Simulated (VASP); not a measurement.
# Br (Fm-3m) in VASP: density of states with LDA

Aim: the density of states of Br with LDA.

Program: VASP 6.6.1. These are calculated values, not measurements. Logs are shortened: lines on timing, memory, paths and dates and some standing lists are left out, and cuts for length are marked.

## (1) The cell of the first run

It takes space group Fm-3m (No. 225, cubic). Conventional cell: a = 3.405 Å, b = 3.405 Å, c = 3.405 Å, α = 90.00°, β = 90.00°, γ = 90.00°. Within 3.2 Å of Br (site symmetry m-3m) lie 12 Br at 2.41 Å.

## (2) Density of states, LDA (volume scaled by 0.43)

The input, POSCAR:

```
Br
1.0
    0.0000000000      1.7024101122      1.7024101122
    1.7024101122      0.0000000000      1.7024101122
    1.7024101122      1.7024101122      0.0000000000
Br
1
Direct
    0.0000000000      0.0000000000      0.0000000000
```

The input, INCAR.step1:

```
SYSTEM = Br
PREC = Accurate
ENCUT = 520
EDIFF = 1E-7
ISMEAR = -1
SIGMA = 0.1
LREAL = .FALSE.
LASPH = .TRUE.
NELM = 60
ALGO = Normal
ISIF = 2
LWAVE = .FALSE.
LCHARG = .TRUE.
GGA = CA
NBANDS = 10
```

The input, KPOINTS.step1:

```
Automatic mesh
0
G
  14 14 14
  0 0 0
```

The input, INCAR.step2:

```
SYSTEM = Br
PREC = Accurate
ENCUT = 520
EDIFF = 1E-7
ISMEAR = -5
SIGMA = 0.1
LREAL = .FALSE.
LASPH = .TRUE.
NELM = 60
ALGO = Normal
ISIF = 2
LWAVE = .FALSE.
LCHARG = .FALSE.
GGA = CA
LORBIT = 10
NEDOS = 1001
ICHARG = 11
```

The input, KPOINTS.step2:

```
Automatic mesh
0
G
  21 21 21
  0 0 0
```

Potentials or basis: VASP PAW LDA potentials, release 64 (Br).

Launch:

```bash
$ cat potpaw_LDA.64/Br/POTCAR > POTCAR
$ cp INCAR.step1 INCAR
$ cp KPOINTS.step1 KPOINTS
$ mpirun -np 1 vasp_std > vasp.out
$ cp INCAR.step2 INCAR
$ cp KPOINTS.step2 KPOINTS
$ mpirun -np 1 vasp_std > vasp.out
```

OUTCAR:

```text
SYSTEM = Br
   PREC = Accurate
   ENCUT = 520
   EDIFF = 1E-7
   ISMEAR = -5
   LREAL = .FALSE.
   LASPH = .TRUE.
   NELM = 60
   ISIF = 2
   GGA = CA
   LORBIT = 10
   ICHARG = 11

 ion  position               nearest neighbor table
   1  0.000  0.000  0.000-

  LATTYP: Found a face centered cubic cell.
 ALAT       =     3.4048202244

  Lattice vectors:

 A1 = (   0.0000000000,   1.7024101122,   1.7024101122)
 A2 = (   1.7024101122,   0.0000000000,   1.7024101122)
 A3 = (   1.7024101122,   1.7024101122,   0.0000000000)

Analysis of symmetry for initial positions (statically):
=====================================================================
 Subroutine PRICEL returns:
 Original cell was already a primitive cell.

 Routine SETGRP: Setting up the symmetry group for a
 face centered cubic supercell.

 Subroutine GETGRP returns: Found 48 space group operations
 (whereof 48 operations were pure point group operations)
 out of a pool of 48 trial point group operations.

The static configuration has the point symmetry O_h .

Analysis of symmetry for dynamics (positions and initial velocities):
=====================================================================
 Subroutine PRICEL returns:
 Original cell was already a primitive cell.

 Routine SETGRP: Setting up the symmetry group for a
 face centered cubic supercell.

 Subroutine GETGRP returns: Found 48 space group operations
 (whereof 48 operations were pure point group operations)
 out of a pool of 48 trial point group operations.

The dynamic configuration has the point symmetry O_h .

 Subroutine INISYM returns: Found 48 space group operations
 (whereof 48 operations are pure point group operations),
 and found     1 'primitive' translations

----------------------------------------------------------------------------------------

                                     Primitive cell

  volume of cell :       9.8679

  direct lattice vectors                    reciprocal lattice vectors
     0.000000000  1.702410112  1.702410112    -0.293701263  0.293701263  0.293701263
     1.702410112  0.000000000  1.702410112     0.293701263 -0.293701263  0.293701263
     1.702410112  1.702410112  0.000000000     0.293701263  0.293701263 -0.293701263

  length of vectors
     2.407571469  2.407571469  2.407571469     0.508705510  0.508705510  0.508705510

  position of ions in fractional coordinates (direct lattice)
     0.000000000  0.000000000  0.000000000

  ion indices of the primitive-cell ions
   primitive index   ion index
                 1           1

----------------------------------------------------------------------------------------

 KPOINTS: Automatic mesh

Automatic generation of k-mesh.
 Grid dimensions read from file:
 generate k-points for:   21   21   21

 Generating k-lattice:

  Cartesian coordinates                     Fractional coordinates (reciprocal lattice)
    -0.013985774  0.013985774  0.013985774     0.047619048  0.000000000  0.000000000
     0.013985774 -0.013985774  0.013985774     0.000000000  0.047619048  0.000000000
     0.013985774  0.013985774 -0.013985774     0.000000000  0.000000000  0.047619048

  Length of vectors
     0.024224072  0.024224072  0.024224072

  Shift w.r.t. Gamma in fractional coordinates (k-lattice)
     0.000000000  0.000000000  0.000000000

 TETIRR: Found   1276 inequivalent tetrahedra from    55566

 Subroutine IBZKPT returns following result:
 ===========================================

 Found    286 irreducible k-points:

 Following reciprocal coordinates:
            Coordinates               Weight
  0.000000  0.000000  0.000000      1.000000
  0.047619  0.000000  0.000000      8.000000
  0.095238  0.000000  0.000000      8.000000
  0.142857  0.000000  0.000000      8.000000
  0.190476  0.000000  0.000000      8.000000
  0.238095  0.000000  0.000000      8.000000
[... 16 lines left out ...]
 -0.428571  0.047619  0.000000     24.000000
 -0.380952  0.047619  0.000000     24.000000
 [... further k-points ...]
   k-points           NKPTS =    286   k-points in BZ     NKDIM =    286   number of bands    NBANDS=      7
   number of dos      NEDOS =   1001   number of ions     NIONS =      1
   total plane-waves  NPLWV =   5832
   dimension x,y,z NGX =    18 NGY =   18 NGZ =   18
   dimension x,y,z NGXF=    36 NGYF=   36 NGZF=   36
   ions per type =               1
   NGX,Y,Z   is equivalent  to a cutoff of  12.43, 12.43, 12.43 a.u.
   NGXF,Y,Z  is equivalent  to a cutoff of  24.86, 24.86, 24.86 a.u.
 SYSTEM =  Br
   PREC   = accura    normal or accurate (medium, high low for compatibility)
   ISTART =      0    job   : 0-new  1-cont  2-samecut
   ICHARG =     11    charge: 1-file 2-atom 10-const
   ISPIN  =      1    spin polarized calculation?
   LNONCOLLINEAR =      F non collinear calculations
   LSORBIT =      F    spin-orbit coupling
   LASPH  =      T    aspherical Exc in radial PAW
   ENCUT  =  520.0 eV  38.22 Ry    6.18 a.u.   4.48  4.48  4.48*2*pi/ulx,y,z
   NELM   =     60;   NELMIN=  2; NELMDL=  0     # of ELM steps
   EDIFF  = 0.1E-06   stopping-criterion for ELM
   LREAL  =      F    real-space projection
   EDIFFG = 0.1E-05   stopping-criterion for IOM
   NSW    =      0    number of steps for IOM
   IBRION =     -1    ionic relax: 0-MD 1-quasi-New 2-CG
   NFREE  =      0    steps in history (QN), initial steepest desc. (CG)
   ISIF   =      2    stress and relaxation
   ISYM   =      2    0-nonsym 1-usesym 2-fastsym
   POTIM  = 0.5000    time-step for ionic-motion
   TEBEG  =    0.0;   TEEND  =   0.0 temperature during run
   PSTRESS=    0.0 pullay stress
   NELECT =       7.0000    total number of electrons
   NUPDOWN=      -1.0000    fix difference up-down
   EMIN   =  10.00;   EMAX   =-10.00  energy-range for DOS
   EFERMI =   0.00;   METHOD = LEGACY
   ISMEAR =    -5;   SIGMA  =   0.10  broadening in eV -4-tet -1-fermi 0-gaus
   EFERMI_NEDOS =   21; number of points for ismear=-14 and -15
   IALGO  =     38    algorithm
   IMIX   =      4    mixing-type and parameters
     AMIX     =   0.40;   BMIX     =  1.00
     AMIX_MAG =   1.60;   BMIX_MAG =  1.00
  volume/ion in A,a.u.               =       9.87        66.59
  Fermi-wavevector in a.u.,A,eV,Ry     =   1.460046  2.759088 29.004022  2.131735
  Thomas-Fermi vector in A             =   2.576542
   LORBIT       =     10    0 simple, 1 ext, 2 COOP (PROOUT), +10 PAW based schemes
   GGA     = CA    functional components
   LHFCALC =     F    Hartree Fock is set to
   AEXX    =    0.0000 exact exchange contribution
   IVDW    =     0    specifies the selected vdW correction
   LEPSILON=     F    determine dielectric tensor
   LRPA    =     F    only Hartree local field effects (RPA)
 non-spin polarized calculation
 Fermi weights with tetrahedron method with Bloechl corrections
  energy-cutoff  :      520.00
  volume of cell :        9.87
 maximum number of plane-waves:       283
 NGX is ok and might be reduce to    18

 number of electron       7.0000002 magnetization

 Free energy of the ion-electron system (eV)
  ---------------------------------------------------
  ext. energy  EPLUGINS =         0.00000000
  ---------------------------------------------------
  free energy    TOTEN  =         3.81198821 eV

  energy without entropy =        3.81198821  energy(sigma->0) =        3.81198821

 E-fermi :  18.7540     XC(G=0): -14.4569

 val. band max:       19.0544942022   @ k =   0.1905   0.1429   0.0476
 cond. band min:      18.7827186615   @ k =   0.3810   0.2381   0.0952
 fundamental gap:     -0.2717755407
 Fermi energy:        18.7539576566

 k-point     1 :       0.0000    0.0000    0.0000
  band No.  band energies     occupation
      1      -9.1996      2.00000
      2      23.7251      0.00000
      3      23.7251      0.00000
      4      23.7251      0.00000
      5      30.9640      0.00000
      6      30.9640      0.00000
      7      30.9640      0.00000

 k-point     2 :       0.0476    0.0000    0.0000
  band No.  band energies     occupation
      1      -9.1132      2.00000
      2      22.8777      0.00000
      3      23.5836      0.00000
      4      23.5836      0.00000
      5      30.7027      0.00000
      6      31.2021      0.00000
      7      31.2021      0.00000

 k-point     3 :       0.0952    0.0000    0.0000
  band No.  band energies     occupation
      1      -8.8544      2.00000
      2      20.8470     -0.03226
      3      23.2166      0.00000
      4      23.2166      0.00000
      5      30.3189      0.00000
      6      31.8214      0.00000
      7      31.8214      0.00000

 k-point     4 :       0.1429    0.0000    0.0000
  band No.  band energies     occupation
      1      -8.4236      2.00000
      2      18.3379      1.41443
      3      22.7380      0.00000
      4      22.7380      0.00000
      5      29.9904      0.00000
      6      32.5370      0.00000
      7      32.5370      0.00000

 k-point     5 :       0.1905    0.0000    0.0000
  band No.  band energies     occupation
      1      -7.8220      2.00000
      2      15.7030      2.00000
      3      22.2406      0.00000
      4      22.2406      0.00000
      5      29.7201      0.00000
      6      32.7950      0.00000
      7      32.7950      0.00000
[... 161 lines left out ...]
 k-point    22 :      -0.4762    0.0476    0.0000
  band No.  band energies     occupation
      1      -1.1608      2.00000
      2       2.4637      2.00000
      3      19.8540     -0.17082
      4      20.4024      0.00000
      5      28.6285      0.00000
      6      29.6976      0.00000
      7      30.0943      0.00000

 k-point    23 :      -0.4286    0.0476    0.0000
  band No.  band energies     occupation
      1      -2.0175      2.00000
      2       3.5411      2.00000
      3      19.7140     -0.08286
      4      20.6632      0.00000
      5      28.9954      0.00000
      6      29.6419      0.00000
      7      29.9968      0.00000

 k-point    24 :      -0.3810    0.0476    0.0000
  band No.  band energies     occupation
      1      -3.2976      2.00000
      2       5.3708      2.00000
      3      19.6743     -0.03991
      4      20.9989      0.00000
      5      29.5530      0.00000
      6      29.8089      0.00000
      7      29.9091      0.00000

 [... further k-points ...]
[... 5 lines left out ...]
  --------------------------------------------------------------------------------------
  -------------------------------------------------------------------------------------
  Total       17.7871500     17.7871500     17.7871500     -0.0000000     -0.0000000     -0.0000000
  in kB     2887.9813380   2887.9813380   2887.9813380     -0.0000000     -0.0000000     -0.0000000
  external PRESSURE =    2887.9813380 kB  Pullay stress =       0.0000000 kB

 VOLUME and BASIS-vectors are now :
 -----------------------------------------------------------------------------
  energy-cutoff  :      520.00
  volume of cell :        9.87
      direct lattice vectors                 reciprocal lattice vectors
     0.000000000  1.702410112  1.702410112    -0.293701263  0.293701263  0.293701263
     1.702410112  0.000000000  1.702410112     0.293701263 -0.293701263  0.293701263
     1.702410112  1.702410112  0.000000000     0.293701263  0.293701263 -0.293701263

 POSITION                                       TOTAL-FORCE (eV/Angst)
 -----------------------------------------------------------------------------------
      0.00000      0.00000      0.00000         0.000000      0.000000      0.000000
 -----------------------------------------------------------------------------------
    total drift:                               -0.000000      0.000000      0.000000

  FREE ENERGIE OF THE ION-ELECTRON SYSTEM (eV)
  ---------------------------------------------------
  free  energy   TOTEN  =         3.8119882078 eV

  energy  without entropy=        3.8119882078  energy(sigma->0) =        3.81198821

 total charge

# of ion       s       p       d       tot
------------------------------------------
    1        1.721   3.326   0.422   5.469
```

It took 13 s on 1 thread of Intel Xeon 6975P-C, shared host; peak memory 0.13 GiB.

Results:

```
Valence electrons inside the program's atomic spheres : Br 5.47
```

Caveat: an odd number of electrons without spin polarisation forces a metal; a magnetic or distorted state may lie lower; tetrahedron occupations give inexact forces and stress in metals.
